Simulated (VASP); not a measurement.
## V: single point with PBE

Crystal: V.

```
CELL_PARAMETERS angstrom
1.43652 1.43652 1.43652
-1.43652 1.43652 1.43652
-1.43652 -1.43652 1.43652
ATOMIC_POSITIONS crystal
V 0.00000 0.00000 0.00000
```

* Program: VASP 6.6.1
* Task: single point
* Functional: PBE
* Potentials or basis: VASP PAW PBE potentials, release 64 (V_sv)
* Cutoff: 520 eV
* k mesh: 11 × 11 × 11
* Occupations: fermi-dirac, width 0.1 eV
* Spin: collinear spin, ferromagnetic start
* Starting moments: [1.5] μB
* Dipole correction: no
* Further INCAR settings: ALGO = Normal; EDIFF = 1e-06; NBANDS = 16

```
Pressure                                              : 30.5 GPa
Net moment                                            : 0.00 μB per cell
Valence electrons inside the program's atomic spheres : V 11.90
```

Levels at points of the mesh, in eV from the Fermi level:
Spin up:
| k point | band 3 | band 4 | band 5 | band 6 | band 7 | band 8 | band 9 | band 10 |
| --- | --- | --- | --- | --- | --- | --- | --- | --- |
| (0.00, 0.00, 0.00) | -36.65 | -36.65 | -6.83 | 0.41 | 0.41 | 0.41 | 2.77 | 2.77 |
Spin down:
| k point | band 2 | band 3 | band 4 | band 5 | band 6 | band 7 | band 8 | band 9 | band 10 | band 11 |
| --- | --- | --- | --- | --- | --- | --- | --- | --- | --- | --- |
| (0.00, 0.00, 0.00) | -36.65 | -36.65 | -36.65 | -6.83 | 0.42 | 0.42 | 0.42 | 2.77 | 2.77 | 21.48 |

Run time: 27 s on 1 thread of Intel Xeon 8259CL (shared host), peak memory 0.14 GiB.

Caveat: the cell stands under pressure.
